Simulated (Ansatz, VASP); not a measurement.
# One calculation of CrI, two programs

The input INCAR:

```
SYSTEM = CrI
ALGO     = Normal         ! electronic algorithm
EDIFF    = 1E-7           ! SCF threshold, eV
ENCUT    = 520            ! plane-wave cutoff, eV
GGA      = PE             ! functional
ISIF     = 2              ! what is computed and relaxed
ISMEAR   = -1             ! smearing method
LASPH    = .True.         ! aspherical terms in the spheres
LCHARG   = .False.        ! write CHGCAR
LREAL    = .False.        ! projectors in reciprocal space
LWAVE    = .False.        ! write WAVECAR
NBANDS   = 48             ! bands
NELM     = 60             ! most SCF steps
PREC     = Accurate       ! precision mode
SIGMA    = 0.0213         ! smearing width, eV
```

The input KPOINTS:

```
k-points
0
Gamma
  5 6 9
  0 0 0
```

File POSCAR:

```
CrI
1.0
    6.7120440000      0.0000000000      0.0000000000
    0.0000000000      6.2410230000      0.0000000000
    0.0000000000      0.0000000000      3.9715600000
Cr I
4 4
Direct
    0.1890000000      0.0020000000      0.2500000000
    0.8110000000      0.9980000000      0.7500000000
    0.6890000000      0.4980000000      0.7500000000
    0.3110000000      0.5020000000      0.2500000000
    0.5720000000      0.2310000000      0.2500000000
    0.4280000000      0.7690000000      0.7500000000
    0.0720000000      0.2690000000      0.7500000000
    0.9280000000      0.7310000000      0.2500000000
```

Input for Ansatz:

```yaml
crystal:
  lattice:
    - [6.712044, 0.0, 0.0]
    - [0.0, 6.241023, 0.0]
    - [0.0, 0.0, 3.97156]
  atoms:
    - { symbol: Cr, position: [0.189, 0.002, 0.25] }
    - { symbol: Cr, position: [0.811, 0.998, 0.75] }
    - { symbol: Cr, position: [0.689, 0.498, 0.75] }
    - { symbol: Cr, position: [0.311, 0.502, 0.25] }
    - { symbol: I, position: [0.572, 0.231, 0.25] }
    - { symbol: I, position: [0.428, 0.769, 0.75] }
    - { symbol: I, position: [0.072, 0.269, 0.75] }
    - { symbol: I, position: [0.928, 0.731, 0.25] }
  symmetry: { tolerance: 0.0003 }
kpoints:
  mp_grid: { grid: [5, 6, 9], shift: [0, 0, 0] }
  band_path:
    path:
      - [0.0, 0.0, 0.0]
      - [0.0, -0.5, 0.0]
      - [0.0, -0.5, -0.5]
      - [0.0, 0.0, -0.5]
      - [0.0, 0.0, 0.0]
      - [0.5, 0.0, 0.0]
      - [0.5, -0.5, 0.0]
      - [0.5, -0.5, -0.5]
      - [0.5, 0.0, -0.5]
      - [0.5, 0.0, 0.0]
      - [0.0, -0.5, 0.0]
    npoints: 6
magnetization:
  spin_polarized: false
scf:
  occupations: { method: fermi_dirac, width: 0.0213 }
  lower_state_search: "off"
  max_iter: 200
hamiltonian:
  pseudopotentials: { kind: paw }
  xc: pbe
basis:
  ecutwfc: 420
  fft_grid_basis: typed
output:
  forces: true
  stress: true
  eigenvalues: true
  bader: true
  populations: true
  elf: true
  write_potential: true
  volumetric_format: npy
  dos:
    e_range: [-12, 8]
    de: 0.05
    projected: { site_lists: { Cr: [Cr], I: [I] } }
checkpoint:
  read: saved_state
```

Alike in both runs: task single point; functional PBE; k mesh 5 × 6 × 9; occupations fermi-dirac, width 0.0213 eV; no spin polarisation.

|  | VASP | Ansatz |
| --- | --- | --- |
| version | VASP 6.6.1 | Ansatz 0.2.0 |
| potentials or method | VASP PAW PBE potentials, release 64 (Cr_pv, I), cutoff 520 eV | PAW plane waves |
| valence electrons in the cell | 76 | 124 |

Ansatz gave:

| Item | Value |
| --- | --- |
| pressure (GPa) | -2.1 |
| traceless stress, the component that is largest in VASP (GPa) | 2.91 |
| rms of the force components (eV/Å) | 0.674 |

**Question.** What did VASP give for the same quantities?

**Answer.** Pressure (GPa): -2.3; traceless stress, the component that is largest in VASP (GPa): 2.88; rms of the force components (eV/Å): 0.668.

Atom by atom the forces differ by 0.006 eV/Å (rms over components). VASP's potentials hold 76 valence electrons a cell and Ansatz's 124, so a difference there can come from the potentials and not from the codes.

Neither program's run includes spin-orbit coupling.
